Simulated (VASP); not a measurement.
Wanted: the native input for a VASP 6.6.1 run.

```
Task                   : single point
Functional             : r2SCAN
Dispersion             : D3(BJ)
Potentials or basis    : VASP PAW PBE potentials, release 64 (C_h, O_h, H_h, N_h)
Cutoff                 : 1100 eV
k mesh                 : 1 × 1 × 1
Occupations            : fermi-dirac, width 0.02 eV
Spin                   : no spin polarisation
Dipole correction      : no
Further INCAR settings : LREAL = Auto; ALGO = Normal; EDIFF = 1e-06; NBANDS = 68
```

System: H21C10N3O2.

```
C O H N
1.0
     7.14004    0.00000    0.00000
     0.00000    7.14004    0.00000
     0.00000    0.00000    7.14004
C O H N
10 2 21 3
Direct
  0.82890 0.36977 0.91739
  0.86845 0.20822 0.77847
  0.18648 0.08567 0.24157
  0.31435 0.19550 0.11182
  0.49694 0.52095 0.54979
  0.42143 0.71882 0.55510
  0.97346 0.55162 0.34060
  0.92936 0.70301 0.46487
  0.40867 0.68494 0.05184
  0.57409 0.77595 0.09494
  0.04408 0.16980 0.71944
  0.49152 0.24927 0.20280
  0.06239 0.06139 0.65368
  0.80177 0.07830 0.83035
  0.77112 0.22199 0.66072
  0.68346 0.38963 0.92336
  0.88113 0.32706 0.05515
  0.89477 0.50098 0.88007
  0.51648 0.14246 0.27690
  0.33821 0.10118 0.99476
  0.24003 0.32015 0.05590
  0.02374 0.09106 0.21237
  0.25029 0.94108 0.23035
  0.19543 0.11244 0.40420
  0.57717 0.48441 0.42844
  0.58045 0.51165 0.67259
  0.36199 0.45784 0.56239
  0.94613 0.62526 0.20416
  0.12889 0.53400 0.36211
  0.92403 0.40872 0.38190
  0.44372 0.56888 0.97457
  0.32145 0.66347 0.17368
  0.32830 0.77865 0.97348
  0.35783 0.86281 0.59281
  0.93185 0.82832 0.56819
  0.71128 0.84969 0.11179
```

The input as run:

POSCAR

```
H21C10N3O2
1.0
    7.1400370000      0.0000000000      0.0000000000
    0.0000000000      7.1400370000      0.0000000000
    0.0000000000      0.0000000000      7.1400370000
C O H N
10 2 21 3
Direct
    0.8289032676      0.3697739942      0.9173902040
    0.8684548834      0.2082202095      0.7784693553
    0.1864836275      0.0856718249      0.2415673756
    0.3143541133      0.1955031886      0.1118201488
    0.4969442035      0.5209496814      0.5497870669
    0.4214263876      0.7188198044      0.5550951627
   -0.0265404787      0.5516217913      0.3406004759
   -0.0706438916      0.7030075614      0.4648715406
    0.4086673500      0.6849404282      1.0518432888
    0.5740866609      0.7759483599      1.0949383035
    1.0440842253      0.1698030416      0.7194360477
    0.4915240635      0.2492704169      0.2028000695
    1.0623894526      0.0613862365      0.6536800860
    0.8017745566      0.0783049163      0.8303458371
    0.7711164522      0.2219876452      0.6607248674
    0.6834558420      0.3896338352      0.9233565596
    0.8811298877      0.3270571287      1.0551485938
    0.8947712736      0.5009777961      0.8800654674
    0.5164819174      0.1424642477      0.2769033270
    0.3382055303      0.1011759463     -0.0052380681
    0.2400267674      0.3201524026      0.0558960689
    0.0237393728      0.0910639539      0.2123658463
    0.2502928206     -0.0589212633      0.2303489464
    0.1954331609      0.1124363921      0.4041995861
    0.5771678774      0.4844092545      0.4284431579
    0.5804451714      0.5116500097      0.6725875510
    0.3619869197      0.4578407647      0.5623920436
   -0.0538652671      0.6252628663      0.2041586059
    0.1288928895      0.5340028350      0.3621129694
   -0.0759659929      0.4087233722      0.3819027829
    0.4437231908      0.5688766039      0.9745747816
    0.3214549168      0.6634699512      1.1736773913
    0.3283036208      0.7786514272      0.9734823503
    0.3578272774      0.8628106549      0.5928120541
   -0.0681509073      0.8283150353      0.5681903329
    0.7112848295      0.8496874736      1.1117869557
```

INCAR.step1

```
SYSTEM = H21C10N3O2
  PREC = Accurate
  ENCUT = 1100
  ISMEAR = -1
  SIGMA = 0.02
  LREAL = Auto
  LASPH = .True.
  NELM = 120
  NBANDS = 68
  GGA = PE
  ALGO = Normal
  EDIFF = 1E-5
  LWAVE = .True.
  LCHARG = .False.
  GGA_COMPAT = .False.
```

INCAR.step2

```
SYSTEM = H21C10N3O2
  PREC = Accurate
  ENCUT = 1100
  EDIFF = 1E-6
  ISMEAR = -1
  SIGMA = 0.02
  LREAL = Auto
  LASPH = .True.
  NELM = 120
  ALGO = Normal
  ISIF = 2
  LWAVE = .False.
  LCHARG = .False.
  METAGGA = R2SCAN
  LMIXTAU = .True.
  IVDW = 12
  VDW_S6 = 1.0
  VDW_S8 = 0.78981345
  VDW_A1 = 0.49484001
  VDW_A2 = 5.73083694
  NBANDS = 68
  ISTART = 1
  GGA_COMPAT = .False.
```

KPOINTS

```
Automatic mesh
0
Gamma
  1 1 1
  0 0 0
```

Potentials or basis: VASP PAW PBE potentials, release 64 (C_h, O_h, H_h, N_h).

Run with:

```sh
$ cat potpaw_PBE.64/C_h/POTCAR potpaw_PBE.64/O_h/POTCAR potpaw_PBE.64/H_h/POTCAR potpaw_PBE.64/N_h/POTCAR > POTCAR
$ cp INCAR.step1 INCAR
$ mpirun -np 1 vasp_gam > vasp.out
$ cp INCAR.step2 INCAR
$ mpirun -np 1 vasp_gam > vasp.out
```

It gave:

The pressure is 1.6 GPa, the largest force is 5.057 eV/Å and the band gap on the k mesh is 4.55 eV. The dispersion energy per atom is -0.025 eV.

Caveat: the k points lie up to 0.88 Å⁻¹ apart; the atoms stand as in a frame of molecular dynamics; the PAW data sets were made with another functional, which shifts forces and pressure a little.

Run time: 3.9 min on 1 thread of Intel(R) Xeon(R) 6975P-C (Granite Rapids) (shared host), peak memory 1.1 GiB.
